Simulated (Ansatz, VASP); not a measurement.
## Mo in VASP and in Ansatz

The input INCAR:

```
SYSTEM = Mo
ALGO = Normal ; EDIFF = 1E-6
ENCUT = 520 ; GGA = CA
ISIF = 2 ; ISMEAR = -1
LASPH = .True. ; LCHARG = .False.
LREAL = .False. ; LWAVE = .False.
NBANDS = 13 ; NELM = 80
PREC = Accurate ; SIGMA = 0.1
```

The input KPOINTS:

```
k-points
0
Gamma
  4 4 4
  0 0 0
```

The input POSCAR:

```
Mo
1.0
   -1.5565618036      1.5565618036      1.5565618036
    1.5565618036     -1.5565618036      1.5565618036
    1.5565618036      1.5565618036     -1.5565618036
Mo
1
Direct
    0.0000000000      0.0000000000      0.0000000000
```

Input for Ansatz:

```yaml
crystal:
  lattice:
    - [-1.5565618036, 1.5565618036, 1.5565618036]
    - [1.5565618036, -1.5565618036, 1.5565618036]
    - [1.5565618036, 1.5565618036, -1.5565618036]
  atoms:
    - { symbol: Mo, position: [0.0, 0.0, 0.0] }
hamiltonian:
  xc: lda
  pseudopotentials:
    kind: paw
    azcp:
      Mo: "pseudopotentials/Mo.paw.azcp"
basis:
  ecutwfc: 420
  fft_grid_basis: typed
kpoints:
  mp_grid: { grid: [4, 4, 4], shift: [0, 0, 0] }
magnetization:
  spin_polarized: false
scf:
  occupations: { method: fermi_dirac, width: 0.1 }
  lower_state_search: "off"
output:
  stress: true
```

Alike in both runs: task single point; functional LDA; k mesh 4 × 4 × 4; occupations fermi-dirac, width 0.1 eV; no spin polarisation.

```csv
,VASP,Ansatz
version,VASP 6.6.1,Ansatz 0.2.0
potentials or method,"VASP PAW LDA potentials, release 64 (Mo_sv), cutoff 520 eV","plane waves (420 eV) with PAW, scalar-relativistic"
valence electrons in the cell,14,14
```

VASP gave:

| Item | Value |
| --- | --- |
| pressure (GPa) | 1.8 |

**Question.** Which values does Ansatz return?

**Answer.** Pressure (GPa): 0.5.

Ansatz warns that its potentials were made for another functional, while VASP's fit it. LDA's correlation is that of Perdew and Zunger in VASP and of Perdew and Wang (1992) in Ansatz.

The k mesh is coarse, so the values compare programs but aren't converged.
